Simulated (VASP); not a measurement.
# TePt (P6_3/mmc) in VASP: notebook

The runs below take TePt through single point, with PBEsol.

Program: VASP 6.6.1. These are calculated values, not measurements. Logs are shortened: lines on timing, memory, paths and dates and some standing lists are left out, and cuts for length are marked.

## 1. The cell of the first run

The structure is hexagonal, space group P6_3/mmc (No. 194). The conventional cell has a = 3.947 Å, b = 3.947 Å, c = 5.010 Å, α = 90.00°, β = 90.00°, γ = 120.00°. Te (site symmetry -6m2) has 6 Pt at 2.60 Å and 6 Te at 3.39 Å within 3.4 Å. Within 3.3 Å of Pt (site symmetry -3m) lie 2 Pt at 2.51 Å and 6 Te at 2.60 Å.

## 2. Single point, PBEsol (strain -0.040 along x and y, -0.080 along z)

File INCAR:

```
SYSTEM = TePt
  PREC = Accurate
  ENCUT = 520
  EDIFF = 1E-6
  ISMEAR = 0
  SIGMA = 0.15
  LREAL = .FALSE.
  LASPH = .TRUE.
  NELM = 100
  ALGO = Normal
  ISIF = 2
  LWAVE = .FALSE.
  LCHARG = .FALSE.
  GGA = PS
  NBANDS = 24
```

File KPOINTS:

```
Automatic mesh
0
G
  12 12 10
  0 0 0
```

File POSCAR:

```
TePt
1.0
    3.9465598192      0.0000000000      0.0000000000
   -1.9732799096      3.4178210610      0.0000000000
    0.0000000000      0.0000000000      5.0103200000
Te Pt
2 2
Direct
    0.3333333333      0.6666666667      0.2500000000
    0.6666666667      0.3333333333      0.7500000000
    0.0000000000      0.0000000000      0.0000000000
    0.0000000000      0.0000000000      0.5000000000
```

Potentials or basis: VASP PAW PBE potentials, release 64 (Te, Pt).

Command:

```
> cat potpaw_PBE.64/Te/POTCAR potpaw_PBE.64/Pt/POTCAR > POTCAR
> mpirun -np 1 vasp_std > vasp.out
```

OUTCAR:

```text
SYSTEM = TePt
   PREC = Accurate
   ENCUT = 520
   EDIFF = 1E-6
   ISMEAR = 0
   LREAL = .FALSE.
   LASPH = .TRUE.
   NELM = 100
   ISIF = 2
   GGA = PS

 ion  position               nearest neighbor table
   1  0.333  0.667  0.250-   3 2.60   4 2.60   3 2.60   4 2.60   3 2.60   4 2.60   2 3.39   2 3.39
                             2 3.39   2 3.39   2 3.39   2 3.39
   2  0.667  0.333  0.750-   3 2.60   4 2.60   3 2.60   4 2.60   3 2.60   4 2.60   1 3.39   1 3.39
                             1 3.39   1 3.39   1 3.39   1 3.39
   3  0.000  0.000  0.000-   4 2.51   4 2.51   1 2.60   2 2.60   2 2.60   1 2.60   2 2.60   1 2.60

   4  0.000  0.000  0.500-   3 2.51   3 2.51   1 2.60   2 2.60   2 2.60   1 2.60   2 2.60   1 2.60

  LATTYP: Found a hexagonal cell.
 ALAT       =     3.9465598192
 C/A-ratio  =     1.2695411268

  Lattice vectors:

 A1 = (   3.9465598192,   0.0000000000,   0.0000000000)
 A2 = (  -1.9732799096,   3.4178210610,   0.0000000000)
 A3 = (   0.0000000000,   0.0000000000,   5.0103200000)

Analysis of symmetry for initial positions (statically):
=====================================================================
 Subroutine PRICEL returns:
 Original cell was already a primitive cell.

 Routine SETGRP: Setting up the symmetry group for a
 hexagonal supercell.

 Subroutine GETGRP returns: Found 24 space group operations
 (whereof 12 operations were pure point group operations)
 out of a pool of 24 trial point group operations.

The static configuration has the point symmetry D_3d.
 The point group associated with its full space group is D_6h.

Analysis of symmetry for dynamics (positions and initial velocities):
=====================================================================
 Subroutine PRICEL returns:
 Original cell was already a primitive cell.

 Routine SETGRP: Setting up the symmetry group for a
 hexagonal supercell.

 Subroutine GETGRP returns: Found 24 space group operations
 (whereof 12 operations were pure point group operations)
 out of a pool of 24 trial point group operations.

The dynamic configuration has the point symmetry D_3d.
 The point group associated with its full space group is D_6h.

 Subroutine INISYM returns: Found 24 space group operations
 (whereof 12 operations are pure point group operations),
 and found     1 'primitive' translations

----------------------------------------------------------------------------------------

                                     Primitive cell

  volume of cell :      67.5824

  direct lattice vectors                    reciprocal lattice vectors
     3.946559819  0.000000000  0.000000000     0.253385238  0.146292036  0.000000000
    -1.973279910  3.417821061  0.000000000     0.000000000  0.292584071  0.000000000
     0.000000000  0.000000000  5.010320000     0.000000000  0.000000000  0.199588050

  length of vectors
     3.946559819  3.946559819  5.010320000     0.292584071  0.292584071  0.199588050

  position of ions in fractional coordinates (direct lattice)
     0.333333333  0.666666667  0.250000000
     0.666666667  0.333333333  0.750000000
     0.000000000  0.000000000  0.000000000
     0.000000000  0.000000000  0.500000000

  ion indices of the primitive-cell ions
   primitive index   ion index
                 1           1
                 2           2
                 3           3
                 4           4

----------------------------------------------------------------------------------------

 KPOINTS: Automatic mesh

Automatic generation of k-mesh.
 Grid dimensions read from file:
 generate k-points for:   12   12   10

 Generating k-lattice:

  Cartesian coordinates                     Fractional coordinates (reciprocal lattice)
     0.021115437  0.012191003  0.000000000     0.083333333 -0.000000000  0.000000000
     0.000000000  0.024382006  0.000000000     0.000000000  0.083333333  0.000000000
     0.000000000  0.000000000  0.019958805     0.000000000  0.000000000  0.100000000

  Length of vectors
     0.024382006  0.024382006  0.019958805

  Shift w.r.t. Gamma in fractional coordinates (k-lattice)
     0.000000000  0.000000000  0.000000000

 Subroutine IBZKPT returns following result:
 ===========================================

 Found    114 irreducible k-points:

 Following reciprocal coordinates:
            Coordinates               Weight
  0.000000  0.000000  0.000000      1.000000
  0.083333  0.000000  0.000000      6.000000
  0.166667 -0.000000  0.000000      6.000000
  0.250000  0.000000  0.000000      6.000000
  0.333333  0.000000  0.000000      6.000000
  0.416667  0.000000  0.000000      6.000000
[... 16 lines left out ...]
  0.250000  0.000000  0.100000     12.000000
  0.333333  0.000000  0.100000     12.000000
 [... further k-points ...]
   k-points           NKPTS =    114   k-points in BZ     NKDIM =    114   number of bands    NBANDS=     24
   number of dos      NEDOS =    301   number of ions     NIONS =      4
   total plane-waves  NPLWV =  36000
   dimension x,y,z NGX =    30 NGY =   30 NGZ =   40
   dimension x,y,z NGXF=    60 NGYF=   60 NGZF=   80
   ions per type =               2   2
   NGX,Y,Z   is equivalent  to a cutoff of  12.64, 12.64, 13.27 a.u.
   NGXF,Y,Z  is equivalent  to a cutoff of  25.27, 25.27, 26.54 a.u.
 SYSTEM =  TePt
   PREC   = accura    normal or accurate (medium, high low for compatibility)
   ISTART =      0    job   : 0-new  1-cont  2-samecut
   ICHARG =      2    charge: 1-file 2-atom 10-const
   ISPIN  =      1    spin polarized calculation?
   LNONCOLLINEAR =      F non collinear calculations
   LSORBIT =      F    spin-orbit coupling
   LASPH  =      T    aspherical Exc in radial PAW
   ENCUT  =  520.0 eV  38.22 Ry    6.18 a.u.   7.34  7.34  9.32*2*pi/ulx,y,z
   NELM   =    100;   NELMIN=  2; NELMDL= -5     # of ELM steps
   EDIFF  = 0.1E-05   stopping-criterion for ELM
   LREAL  =      F    real-space projection
   EDIFFG = 0.1E-04   stopping-criterion for IOM
   NSW    =      0    number of steps for IOM
   IBRION =     -1    ionic relax: 0-MD 1-quasi-New 2-CG
   NFREE  =      0    steps in history (QN), initial steepest desc. (CG)
   ISIF   =      2    stress and relaxation
   ISYM   =      2    0-nonsym 1-usesym 2-fastsym
   POTIM  = 0.5000    time-step for ionic-motion
   TEBEG  =    0.0;   TEEND  =   0.0 temperature during run
   PSTRESS=    0.0 pullay stress
   NELECT =      32.0000    total number of electrons
   NUPDOWN=      -1.0000    fix difference up-down
   EMIN   =  10.00;   EMAX   =-10.00  energy-range for DOS
   EFERMI =   0.00;   METHOD = LEGACY
   ISMEAR =     0;   SIGMA  =   0.15  broadening in eV -4-tet -1-fermi 0-gaus
   EFERMI_NEDOS =   21; number of points for ismear=-14 and -15
   IALGO  =     38    algorithm
   IMIX   =      4    mixing-type and parameters
     AMIX     =   0.40;   BMIX     =  1.00
     AMIX_MAG =   1.60;   BMIX_MAG =  1.00
  volume/ion in A,a.u.               =      16.90       114.02
  Fermi-wavevector in a.u.,A,eV,Ry     =   1.275989  2.411270 22.152304  1.628148
  Thomas-Fermi vector in A             =   2.408671
   LORBIT       =      0    0 simple, 1 ext, 2 COOP (PROOUT), +10 PAW based schemes
   GGA     = PS    functional components
   LHFCALC =     F    Hartree Fock is set to
   AEXX    =    0.0000 exact exchange contribution
   IVDW    =     0    specifies the selected vdW correction
   LEPSILON=     F    determine dielectric tensor
   LRPA    =     F    only Hartree local field effects (RPA)
 non-spin polarized calculation
 Gauss-broadening in eV      SIGMA  =   0.15
  energy-cutoff  :      520.00
  volume of cell :       67.58
 maximum number of plane-waves:      1854
 NGX is ok and might be reduce to    30
   NGX = 15   NGY = 15   NGZ = 19

 number of electron      32.0000004 magnetization

 Free energy of the ion-electron system (eV)
  ---------------------------------------------------
  ext. energy  EPLUGINS =         0.00000000
  ---------------------------------------------------
  free energy    TOTEN  =       -19.15055475 eV

  energy without entropy =      -19.12621293  energy(sigma->0) =      -19.13838384

 E-fermi :  13.9567     XC(G=0): -12.5862

 val. band max:       13.9457085021   @ k =   0.1667   0.1667   0.2000
 cond. band min:      13.9668534128   @ k =   0.3333   0.2500   0.0000
 fundamental gap:      0.0211449107
 Fermi energy:        13.9566822192

 k-point     1 :       0.0000    0.0000    0.0000
  band No.  band energies     occupation
      1      -2.6929      2.00000
      2       1.8382      2.00000
      3       4.4454      2.00000
      4       5.3732      2.00000
      5       5.3732      2.00000
      6       5.7717      2.00000
[... 16 lines left out ...]
     23      21.6359      0.00000
     24      21.6359      0.00000

 k-point     2 :       0.0833    0.0000    0.0000
  band No.  band energies     occupation
      1      -2.5989      2.00000
      2       1.7038      2.00000
      3       4.5609      2.00000
      4       5.4068      2.00000
      5       5.5788      2.00000
      6       5.7454      2.00000
[... 16 lines left out ...]
     23      20.8180      0.00000
     24      21.1657      0.00000

 k-point     3 :       0.1667   -0.0000    0.0000
  band No.  band energies     occupation
      1      -2.3220      2.00000
      2       1.3855      2.00000
      3       4.9005      2.00000
      4       5.4917      2.00000
      5       5.6360      2.00000
      6       6.0885      2.00000
[... 16 lines left out ...]
     23      19.7889      0.00000
     24      20.2631      0.00000
[... 514 lines left out ...]
 k-point    23 :       0.2500    0.0000    0.1000
  band No.  band energies     occupation
      1      -1.8247      2.00000
      2       0.9231      2.00000
      3       5.2405      2.00000
      4       5.4498      2.00000
      5       5.6365      2.00000
      6       6.5772      2.00000
[... 16 lines left out ...]
     23      20.8412      0.00000
     24      20.9199      0.00000

 k-point    24 :       0.3333    0.0000    0.1000
  band No.  band energies     occupation
      1      -1.2633      2.00000
      2       0.6221      2.00000
      3       4.7020      2.00000
      4       5.6831      2.00000
      5       5.8240      2.00000
      6       6.3630      2.00000
[... 16 lines left out ...]
     23      20.4652      0.00000
     24      21.9013      0.00000

 [... further k-points ...]

------------------------ aborting loop because EDIFF is reached ----------------------------------------

  FORCE on cell =-STRESS in cart. coord.  units (eV):
  Direction    XX          YY          ZZ          XY          YZ          ZX
  --------------------------------------------------------------------------------------
  -------------------------------------------------------------------------------------
  Total       23.2069351     23.2069351     29.1525271      0.0000000     -0.0000000      0.0000000
  in kB      550.1674514    550.1674514    691.1197661      0.0000000     -0.0000000      0.0000000
  external PRESSURE =     597.1515563 kB  Pullay stress =       0.0000000 kB

 VOLUME and BASIS-vectors are now :
 -----------------------------------------------------------------------------
  energy-cutoff  :      520.00
  volume of cell :       67.58
      direct lattice vectors                 reciprocal lattice vectors
     3.946559819  0.000000000  0.000000000     0.253385238  0.146292036  0.000000000
    -1.973279910  3.417821061  0.000000000     0.000000000  0.292584071  0.000000000
     0.000000000  0.000000000  5.010320000     0.000000000  0.000000000  0.199588050

 POSITION                                       TOTAL-FORCE (eV/Angst)
 -----------------------------------------------------------------------------------
     -0.00000      2.27855      1.25258        -0.000000      0.000000      0.000000
      1.97328      1.13927      3.75774         0.000000     -0.000000      0.000000
      0.00000      0.00000      0.00000         0.000000     -0.000000      0.000000
      0.00000      0.00000      2.50516         0.000000     -0.000000      0.000000
 -----------------------------------------------------------------------------------
    total drift:                                0.000000     -0.000000      0.000000

  FREE ENERGIE OF THE ION-ELECTRON SYSTEM (eV)
  ---------------------------------------------------
  free  energy   TOTEN  =       -19.1505547453 eV

  energy  without entropy=      -19.1262129256  energy(sigma->0) =      -19.13838384
```

Run time: 2.1 min. Hardware: 1 thread of Intel Xeon Platinum 8488C (Sapphire Rapids), shared host; peak memory 0.3 GiB.

Results:

- Free energy: -19.1506 eV
- Pressure: 59.7 GPa
- Band gap on the k mesh: zero (bands 16 and 17 overlap by 1.87 eV)

Levels at points of the mesh, in eV from the Fermi level:
| k point | band 14 | band 15 | band 16 | band 17 | band 18 | band 19 |
| --- | --- | --- | --- | --- | --- | --- |
| (0.00, 0.00, 0.00) | -2.33 | 0.36 | 0.59 | 1.30 | 2.80 | 2.80 |
| (0.50, 0.00, 0.00) | -2.78 | -2.53 | -1.62 | 2.09 | 3.38 | 3.39 |
| (0.00, 0.00, 0.50) | -2.98 | 1.25 | 1.25 | 1.25 | 1.25 | 4.35 |
| (0.50, 0.00, 0.50) | -4.38 | -0.99 | -0.99 | 0.84 | 0.84 | 3.11 |

Caveat: the cell differs from its parent crystal (strain -0.040 along x and y, -0.080 along z); the cell stands under pressure; the PAW data sets were made with another functional, which shifts forces and pressure a little; spin-orbit coupling is left out, which moves the levels of the heavy elements.

(Continued in part 2 of 2.)
